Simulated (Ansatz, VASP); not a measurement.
## V in VASP and in Ansatz

```
V
1.0
    -1.46853    1.46853    1.46853
     1.46853   -1.46853    1.46853
     1.46853    1.46853   -1.46853
V
1
Direct
  0.00000 0.00000 0.00000
```

Change from the starting cell: volume scaled by 0.9405.

Alike in both runs: task single point; functional PBE; k mesh 16 × 16 × 16; occupations fermi-dirac, width 0.05 eV; collinear spin.

```csv
,VASP,Ansatz
version,VASP 6.6.1,Ansatz 0.2.0
potentials or method,"VASP PAW PBE potentials, release 64 (V_sv), cutoff 520 eV","all-electron LAPW, scalar-relativistic"
```

|  | VASP | Ansatz | Ansatz less VASP |
| --- | --- | --- | --- |
| pressure (GPa) | 12.7 | 12.4 | -0.36 |
| net moment per atom (μB) | 0.00 | 0.00 | 0.000 |

Ansatz ran all-electron here, and VASP with PAW potentials. Ansatz's warnings: seeded moment not kept.
